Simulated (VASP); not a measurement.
# Ti (Pm-3m) in VASP: notebook

The runs below take Ti through relaxation of cell and atoms, with r2SCAN.

Program: VASP 6.6.1. These are calculated values, not measurements. Logs are shortened: lines on timing, memory, paths and dates and some standing lists are left out, and cuts for length are marked.

**1. The cell of the first run**

Symmetry: Pm-3m, No. 221, cubic system. The conventional cell has a = 2.690 Å, b = 2.690 Å, c = 2.690 Å, α = 90.00°, β = 90.00°, γ = 90.00°. Within 3.5 Å of Ti (site symmetry m-3m) lie 6 Ti at 2.69 Å.

This isn't the form of Ti at room conditions, which is hcp.

**2. Relaxation of cell and atoms, r2SCAN, target pressure 40 GPa, at which the enthalpy is minimised**

Input file POSCAR:

```
Ti
1.0
    2.6900000000      0.0000000000      0.0000000000
    0.0000000000      2.6900000000      0.0000000000
    0.0000000000      0.0000000000      2.6900000000
Ti
1
Direct
    0.0000000000      0.0000000000      0.0000000000
```

Input file INCAR.step1:

```
SYSTEM = Ti
PREC = Accurate
ENCUT = 600
ISMEAR = 1
SIGMA = 0.05
LREAL = .False.
LASPH = .True.
NELM = 60
GGA = PE
ALGO = Normal
EDIFF = 1E-4
LWAVE = .True.
LCHARG = .False.
```

Input file INCAR.step2:

```
SYSTEM = Ti
PREC = Accurate
ENCUT = 600
EDIFF = 1E-6
ISMEAR = 1
SIGMA = 0.05
LREAL = .False.
LASPH = .True.
NELM = 60
ALGO = Normal
ISIF = 3
LWAVE = .False.
LCHARG = .False.
METAGGA = R2SCAN
LMIXTAU = .True.
IBRION = 2
NSW = 60
EDIFFG = -0.01
PSTRESS = 400.0
ISTART = 1
```

Input file KPOINTS:

```
regular mesh
0
Gamma
  6 6 6
  0 0 0
```

Potentials or basis: VASP PAW PBE potentials, release 64 (Ti_sv).

Launch:

```bash
> cat potpaw_PBE.64/Ti_sv/POTCAR > POTCAR
> cp INCAR.step1 INCAR
> mpirun -np 1 vasp_std > vasp.out
> cp INCAR.step2 INCAR
> mpirun -np 1 vasp_std > vasp.out
```

OUTCAR:

```text
SYSTEM = Ti
   PREC = Accurate
   ENCUT = 600
   EDIFF = 1E-6
   ISMEAR = 1
   LREAL = .False.
   LASPH = .True.
   NELM = 60
   ISIF = 3
   METAGGA = R2SCAN
   IBRION = 2
   NSW = 60
   EDIFFG = -0.01
   PSTRESS = 400.0
   ISTART = 1

 ion  position               nearest neighbor table
   1  0.000  0.000  0.000-

  LATTYP: Found a simple cubic cell.
 ALAT       =     2.6900000000

  Lattice vectors:

 A1 = (   2.6900000000,   0.0000000000,   0.0000000000)
 A2 = (   0.0000000000,   2.6900000000,   0.0000000000)
 A3 = (   0.0000000000,   0.0000000000,   2.6900000000)

Analysis of symmetry for initial positions (statically):
=====================================================================
 Subroutine PRICEL returns:
 Original cell was already a primitive cell.

 Routine SETGRP: Setting up the symmetry group for a
 simple cubic supercell.

 Subroutine GETGRP returns: Found 48 space group operations
 (whereof 48 operations were pure point group operations)
 out of a pool of 48 trial point group operations.

The static configuration has the point symmetry O_h .

Analysis of symmetry for dynamics (positions and initial velocities):
=====================================================================
 Subroutine PRICEL returns:
 Original cell was already a primitive cell.

 Routine SETGRP: Setting up the symmetry group for a
 simple cubic supercell.

 Subroutine GETGRP returns: Found 48 space group operations
 (whereof 48 operations were pure point group operations)
 out of a pool of 48 trial point group operations.

The dynamic configuration has the point symmetry O_h .

 Subroutine INISYM returns: Found 48 space group operations
 (whereof 48 operations are pure point group operations),
 and found     1 'primitive' translations

----------------------------------------------------------------------------------------

                                     Primitive cell

  volume of cell :      19.4651

  direct lattice vectors                    reciprocal lattice vectors
     2.690000000  0.000000000  0.000000000     0.371747212  0.000000000  0.000000000
     0.000000000  2.690000000  0.000000000     0.000000000  0.371747212  0.000000000
     0.000000000  0.000000000  2.690000000     0.000000000  0.000000000  0.371747212

  length of vectors
     2.690000000  2.690000000  2.690000000     0.371747212  0.371747212  0.371747212

  position of ions in fractional coordinates (direct lattice)
     0.000000000  0.000000000  0.000000000

  ion indices of the primitive-cell ions
   primitive index   ion index
                 1           1

----------------------------------------------------------------------------------------

 KPOINTS: regular mesh

Automatic generation of k-mesh.
 Grid dimensions read from file:
 generate k-points for:    6    6    6

 Generating k-lattice:

  Cartesian coordinates                     Fractional coordinates (reciprocal lattice)
     0.061957869  0.000000000  0.000000000     0.166666667  0.000000000  0.000000000
     0.000000000  0.061957869  0.000000000     0.000000000  0.166666667  0.000000000
     0.000000000  0.000000000  0.061957869     0.000000000  0.000000000  0.166666667

  Length of vectors
     0.061957869  0.061957869  0.061957869

  Shift w.r.t. Gamma in fractional coordinates (k-lattice)
     0.000000000  0.000000000  0.000000000

 Subroutine IBZKPT returns following result:
 ===========================================

 Found     20 irreducible k-points:

 Following reciprocal coordinates:
            Coordinates               Weight
  0.000000  0.000000  0.000000      1.000000
  0.166667  0.000000  0.000000      6.000000
  0.333333  0.000000  0.000000      6.000000
  0.500000  0.000000  0.000000      3.000000
  0.166667  0.166667  0.000000     12.000000
  0.333333  0.166667  0.000000     24.000000
[... 12 lines left out ...]
  0.500000  0.500000  0.333333      6.000000
  0.500000  0.500000  0.500000      1.000000
   k-points           NKPTS =     20   k-points in BZ     NKDIM =     20   number of bands    NBANDS=     10
   number of dos      NEDOS =    301   number of ions     NIONS =      1
   total plane-waves  NPLWV =  13824
   dimension x,y,z NGX =    24 NGY =   24 NGZ =   24
   dimension x,y,z NGXF=    48 NGYF=   48 NGZF=   48
   ions per type =               1
   NGX,Y,Z   is equivalent  to a cutoff of  14.83, 14.83, 14.83 a.u.
   NGXF,Y,Z  is equivalent  to a cutoff of  29.66, 29.66, 29.66 a.u.
 SYSTEM =  Ti
   PREC   = accura    normal or accurate (medium, high low for compatibility)
   ISTART =      1    job   : 0-new  1-cont  2-samecut
   ICHARG =      0    charge: 1-file 2-atom 10-const
   ISPIN  =      1    spin polarized calculation?
   LNONCOLLINEAR =      F non collinear calculations
   LSORBIT =      F    spin-orbit coupling
   LASPH  =      T    aspherical Exc in radial PAW
   ENCUT  =  600.0 eV  44.10 Ry    6.64 a.u.   5.37  5.37  5.37*2*pi/ulx,y,z
   NELM   =     60;   NELMIN=  2; NELMDL=  0     # of ELM steps
   EDIFF  = 0.1E-05   stopping-criterion for ELM
   LREAL  =      F    real-space projection
   EDIFFG = -.1E-01   stopping-criterion for IOM
   NSW    =     60    number of steps for IOM
   IBRION =      2    ionic relax: 0-MD 1-quasi-New 2-CG
   NFREE  =      1    steps in history (QN), initial steepest desc. (CG)
   ISIF   =      3    stress and relaxation
   ISYM   =      2    0-nonsym 1-usesym 2-fastsym
   POTIM  = 0.5000    time-step for ionic-motion
   TEBEG  =    0.0;   TEEND  =   0.0 temperature during run
   PSTRESS=  400.0 pullay stress
   NELECT =      12.0000    total number of electrons
   NUPDOWN=      -1.0000    fix difference up-down
   EMIN   =  10.00;   EMAX   =-10.00  energy-range for DOS
   EFERMI =   0.00;   METHOD = LEGACY
   ISMEAR =     1;   SIGMA  =   0.05  broadening in eV -4-tet -1-fermi 0-gaus
   EFERMI_NEDOS =   21; number of points for ismear=-14 and -15
   IALGO  =     38    algorithm
   IMIX   =      4    mixing-type and parameters
     AMIX     =   0.40;   BMIX     =  1.00
     AMIX_MAG =   1.60;   BMIX_MAG =  1.00
  volume/ion in A,a.u.               =      19.47       131.36
  Fermi-wavevector in a.u.,A,eV,Ry     =   1.393316  2.632986 26.413392  1.941330
  Thomas-Fermi vector in A             =   2.516974
   LORBIT       =      0    0 simple, 1 ext, 2 COOP (PROOUT), +10 PAW based schemes
   METAGGA = R2SCAN    functional components
   LHFCALC =     F    Hartree Fock is set to
   AEXX    =    0.0000 exact exchange contribution
   IVDW    =     0    specifies the selected vdW correction
   LEPSILON=     F    determine dielectric tensor
   LRPA    =     F    only Hartree local field effects (RPA)
 conjugate gradient relaxation of ions
 non-spin polarized calculation
 Methfessel and Paxton  Order N= 1 SIGMA  =   0.05
  energy-cutoff  :      600.00
  volume of cell :       19.47
 maximum number of plane-waves:       672
 NGX is ok and might be reduce to    24
   NGX = 11   NGY = 11   NGZ = 11

--------------------------------------- Ionic step        1  -------------------------------------------

 number of electron      12.0000000 magnetization

 Free energy of the ion-electron system (eV)
  ---------------------------------------------------
  ext. energy  EPLUGINS =         0.00000000
  ---------------------------------------------------
  free energy    TOTEN  =       -11.96960167 eV

  energy without entropy =      -11.97086086  energy(sigma->0) =      -11.97002140

 E-fermi :   7.1468     XC(G=0): -11.7089

 val. band max:        7.1234629006   @ k =   0.3333   0.1667   0.1667
 cond. band min:       7.2067504020   @ k =   0.3333   0.3333   0.1667
 fundamental gap:      0.0832875014
 Fermi energy:         7.1467805205

 k-point     1 :       0.0000    0.0000    0.0000
  band No.  band energies     occupation
      1     -51.8829      2.00000
      2     -26.6967      2.00000
      3     -26.6967      2.00000
      4     -26.6967      2.00000
      5       1.0797      2.00000
      6       5.7857      2.00000
      7       5.7857      2.00000
      8      11.0634      0.00000
      9      11.0634      0.00000
     10      11.0634      0.00000
[... 347 lines left out ...]
  FREE ENERGIE OF THE ION-ELECTRON SYSTEM (eV)
  ---------------------------------------------------
  free  energy   TOTEN  =       -11.6756453216 eV

  energy  without entropy=      -11.6748532565  energy(sigma->0) =      -11.67538130

  enthalpy is  TOTEN    =        -8.1530679213 eV   P V=        3.5225774002

[... ionic steps 4 to 16 ...]

--------------------------------------- Ionic step       17  -------------------------------------------

 number of electron      12.0000000 magnetization

------------------------ aborting loop because EDIFF is reached ----------------------------------------

  FORCE on cell =-STRESS in cart. coord.  units (eV):
  Direction    XX          YY          ZZ          XY          YZ          ZX
  --------------------------------------------------------------------------------------
  -------------------------------------------------------------------------------------
  Total        3.3132388      3.3132388      3.3132388      0.0000000     -0.0000000      0.0000000
  in kB      398.0220211    398.0220211    398.0220211      0.0000000     -0.0000000      0.0000000
  external PRESSURE =      -1.9779789 kB  Pullay stress =     400.0000000 kB
[... 59 lines left out ...]
  enthalpy is  TOTEN    =        -8.1804727730 eV   P V=        3.3188911714

--------------------------------------- Ionic step       19  -------------------------------------------

 number of electron      12.0000000 magnetization

 Free energy of the ion-electron system (eV)
  ---------------------------------------------------
  ext. energy  EPLUGINS =         0.00000000
  ---------------------------------------------------
  free energy    TOTEN  =       -11.50649882 eV

  energy without entropy =      -11.50669686  energy(sigma->0) =      -11.50656483

 E-fermi :  11.5707     XC(G=0): -13.6780

 val. band max:       11.5377068095   @ k =   0.5000   0.1667   0.0000
 cond. band min:      11.5774657191   @ k =   0.5000   0.0000   0.0000
 fundamental gap:      0.0397589096
 Fermi energy:        11.5706777683

 k-point     1 :       0.0000    0.0000    0.0000
  band No.  band energies     occupation
      1     -47.3144      2.00000
      2     -21.3178      2.00000
      3     -21.3178      2.00000
      4     -21.3178      2.00000
      5       4.8696      2.00000
      6       9.1649      2.00000
      7       9.1649      2.00000
      8      17.2467      0.00000
      9      17.2467      0.00000
     10      17.2467      0.00000
[... 273 lines left out ...]
  FREE ENERGIE OF THE ION-ELECTRON SYSTEM (eV)
  ---------------------------------------------------
  free  energy   TOTEN  =       -11.5064988185 eV

  energy  without entropy=      -11.5066968599  energy(sigma->0) =      -11.50656483

  enthalpy is  TOTEN    =        -8.1805119937 eV   P V=        3.3259868248

 reached required accuracy - stopping structural energy minimisation
```

Run time: 3.4 min. Hardware: 1 thread of Intel Xeon Platinum 8559C (Emerald Rapids), shared host; peak memory 0.15 GiB.

What came out:

* Free energy: -11.5065 eV
* Relaxed volume: 13.32 Å³/atom
* Relaxed cell: a = 2.371 Å, b = 2.371 Å, c = 2.371 Å, α = 90.00°, β = 90.00°, γ = 90.00°
* Space group after relaxing (to 0.1 Å): Pm-3m (No. 221)
* Energy change on relaxing (the run minimises the enthalpy): +463.1 meV/atom
* Ionic steps: 19
* Pressure after relaxing: 40.0 GPa
* Band gap on the k mesh: zero (bands 6 and 7 overlap by 3.49 eV)

Step by step:
```
step  energy change (eV)  largest force (eV/Å)  pressure (GPa)  volume (Å³)
   1              0.0000                0.0000           -5.61        19.47
   2              5.5249                0.0000          362.12         7.65
   3              0.2940                0.0000           29.72        14.11
   4              0.3797                0.0000           34.76        13.68
   5              0.4735                0.0000           40.59        13.28
   6              0.4465                0.0000           38.98        13.39
   7              0.4471                0.0000           38.96        13.39
   8              0.4487                0.0000           38.99        13.38
   9              0.4488                0.0000           39.12        13.38
  10              0.4488                0.0000           39.08        13.38
  11              0.4489                0.0000           39.08        13.38
  12              0.4490                0.0000           39.08        13.38
  13              0.4494                0.0000           39.10        13.38
  14              0.4500                0.0000           39.13        13.37
  15              0.4514                0.0000           39.16        13.37
  16              0.4540                0.0000           39.44        13.36
  17              0.4594                0.0000           39.80        13.34
  18              0.4702                0.0000           40.38        13.29
  19              0.4631                0.0000           40.00        13.32
```

Final structure:
```cif
data_structure
_symmetry_space_group_name_H-M 'P 1'
_symmetry_Int_Tables_number 1
_cell_length_a 2.3706
_cell_length_b 2.3706
_cell_length_c 2.3706
_cell_angle_alpha 90.000
_cell_angle_beta 90.000
_cell_angle_gamma 90.000
_cell_volume 13.32
loop_
_atom_site_label
_atom_site_type_symbol
_atom_site_fract_x
_atom_site_fract_y
_atom_site_fract_z
_atom_site_occupancy
Ti1 Ti 0.00000 0.00000 0.00000 1
```

Caveat: the k points lie up to 0.44 Å⁻¹ apart in the final cell, too coarse for converged energies and pressures of a metal; the cell is relaxed towards a set pressure, so the run minimises the enthalpy, not the energy; the volume moved by over 15 % at a fixed basis, so the end points are rough; the PAW data sets were made with another functional, which shifts forces and pressure a little.

**3. Relaxation of cell and atoms, r2SCAN, target pressure 60 GPa, at which the enthalpy is minimised**

POSCAR is that of step 2.

Input file INCAR.step1:

```
SYSTEM = Ti
ALGO     = Normal         ! electronic algorithm
EDIFF    = 1E-4           ! SCF threshold, eV
ENCUT    = 600            ! plane-wave cutoff, eV
GGA      = PE             ! functional
ISMEAR   = 1              ! smearing method
LASPH    = .True.         ! aspherical terms in the spheres
LCHARG   = .False.        ! write CHGCAR
LREAL    = .False.        ! projectors in reciprocal space
LWAVE    = .True.         ! write WAVECAR
NELM     = 80             ! most SCF steps
PREC     = Accurate       ! precision mode
SIGMA    = 0.05           ! smearing width, eV
```

Input file INCAR.step2:

```
SYSTEM = Ti
ALGO     = Normal         ! electronic algorithm
EDIFF    = 1E-6           ! SCF threshold, eV
EDIFFG   = -0.01          ! ionic threshold
ENCUT    = 600            ! plane-wave cutoff, eV
IBRION   = 2              ! ionic algorithm
ISIF     = 3              ! what is computed and relaxed
ISMEAR   = 1              ! smearing method
ISTART   = 1            
LASPH    = .True.         ! aspherical terms in the spheres
LCHARG   = .False.        ! write CHGCAR
LMIXTAU  = .True.       
LREAL    = .False.        ! projectors in reciprocal space
LWAVE    = .False.        ! write WAVECAR
METAGGA  = R2SCAN         ! meta-GGA
NELM     = 80             ! most SCF steps
NSW      = 60             ! ionic steps
PREC     = Accurate       ! precision mode
PSTRESS  = 600.0        
SIGMA    = 0.05           ! smearing width, eV
```

Input file KPOINTS:

```
k-points
0
Gamma
  6 6 6
  0 0 0
```

Potentials or basis: VASP PAW PBE potentials, release 64 (Ti_sv).

Launch:

```bash
> cat potpaw_PBE.64/Ti_sv/POTCAR > POTCAR
> cp INCAR.step1 INCAR
> mpirun -np 1 vasp_std > vasp.out
> cp INCAR.step2 INCAR
> mpirun -np 1 vasp_std > vasp.out
```

Run time: 3 min. Hardware: 1 thread of Intel Xeon Platinum 8559C (Emerald Rapids), shared host; peak memory 0.16 GiB.

The run converged. Its results:

- Free energy: -11.1974 eV
- Relaxed volume: 12.32 Å³/atom
- Relaxed cell: a = 2.310 Å, b = 2.310 Å, c = 2.310 Å, α = 90.00°, β = 90.00°, γ = 90.00°
- Space group after relaxing (to 0.1 Å): Pm-3m (No. 221)
- Energy change on relaxing (the run minimises the enthalpy): +772.2 meV/atom
- Ionic steps: 22
- Pressure after relaxing: 59.9 GPa
- Band gap on the k mesh: zero (bands 6 and 7 overlap by 3.83 eV)

Step by step:
```
step  energy change (eV)  largest force (eV/Å)  pressure (GPa)  volume (Å³)
   1              0.0000                0.0000           -5.61        19.47
   2             22.4199                0.0000         1841.26         4.54
   3              0.3181                0.0000           30.92        13.98
   4              0.4531                0.0000           39.29        13.36
   5              0.8394                0.0000           64.20        12.15
   6              0.7680                0.0000           59.74        12.33
   7              0.7680                0.0000           59.78        12.33
   8              0.7681                0.0000           59.76        12.33
   9              0.7681                0.0000           59.77        12.33
  10              0.7681                0.0000           59.76        12.33
  11              0.7681                0.0000           59.76        12.33
  12              0.7681                0.0000           59.76        12.33
  13              0.7681                0.0000           59.76        12.33
  14              0.7681                0.0000           59.76        12.33
  15              0.7681                0.0000           59.76        12.33
  16              0.7682                0.0000           59.75        12.33
  17              0.7682                0.0000           59.75        12.33
  18              0.7683                0.0000           59.75        12.33
  19              0.7686                0.0000           59.75        12.33
  20              0.7691                0.0000           59.78        12.33
  21              0.7702                0.0000           59.81        12.32
  22              0.7722                0.0000           59.88        12.32
```

Final structure:
```
Ti
1.0
     2.30952    0.00000    0.00000
     0.00000    2.30952    0.00000
     0.00000    0.00000    2.30952
Ti
1
Direct
  0.00000 0.00000 0.00000
```

Levels at points of the mesh, in eV from the Fermi level:
| k point | band 4 | band 5 | band 6 | band 7 | band 8 | band 9 |
| --- | --- | --- | --- | --- | --- | --- |
| (0.00, 0.00, 0.00) | -32.79 | -6.85 | -2.83 | -2.83 | 5.99 | 5.99 |
| (0.50, 0.00, 0.00) | -32.54 | -1.92 | -1.61 | 0.17 | 2.66 | 2.66 |
| (0.50, 0.50, 0.00) | -32.31 | -5.47 | -0.22 | 3.45 | 3.45 | 7.80 |
| (0.50, 0.50, 0.50) | -34.56 | -2.87 | -2.87 | -2.87 | 7.99 | 7.99 |

Caveat: the k points lie up to 0.45 Å⁻¹ apart in the final cell, too coarse for converged energies and pressures of a metal; the cell is relaxed towards a set pressure, so the run minimises the enthalpy, not the energy; the volume moved by over 15 % at a fixed basis, so the end points are rough; the PAW data sets were made with another functional, which shifts forces and pressure a little.
